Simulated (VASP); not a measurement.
**Cs: single point with LDA**

Crystal: Cs.

```
Cs
1.0
    -2.88408    2.88408    2.88408
     2.88408   -2.88408    2.88408
     2.88408    2.88408   -2.88408
Cs
1
Direct
  0.00000 0.00000 0.00000
```

| Quantity | Value |
| --- | --- |
| Program | VASP 6.6.1 |
| Task | single point |
| Functional | LDA |
| Potentials or basis | VASP PAW LDA potentials, release 64 (Cs_sv) |
| Cutoff | 520 eV |
| k mesh | 8 × 8 × 8 |
| Occupations | methfessel-paxton, width 0.03 eV |
| Spin | no spin polarisation |

| Quantity | Value |
| --- | --- |
| Pressure | 0.0 GPa |

Levels at points of the mesh, in eV from the Fermi level:
```
           k point  band 3  band 4  band 5  band 6  band 7  band 8
(0.00, 0.00, 0.00)  -10.41  -10.41   -1.86    2.53    2.53    2.53
(0.50, 0.00, 0.00)  -10.50  -10.41   -0.06    1.18    1.58    3.44
(0.50, 0.50, 0.50)  -10.59  -10.59    0.50    0.50    3.53    3.53
```

It took 14 s on 1 thread of Intel(R) Xeon(R) Platinum 8488C (Sapphire Rapids) (shared host), peak memory 0.19 GiB.

Caveat: spin-orbit coupling is left out, which moves the levels of the heavy elements.
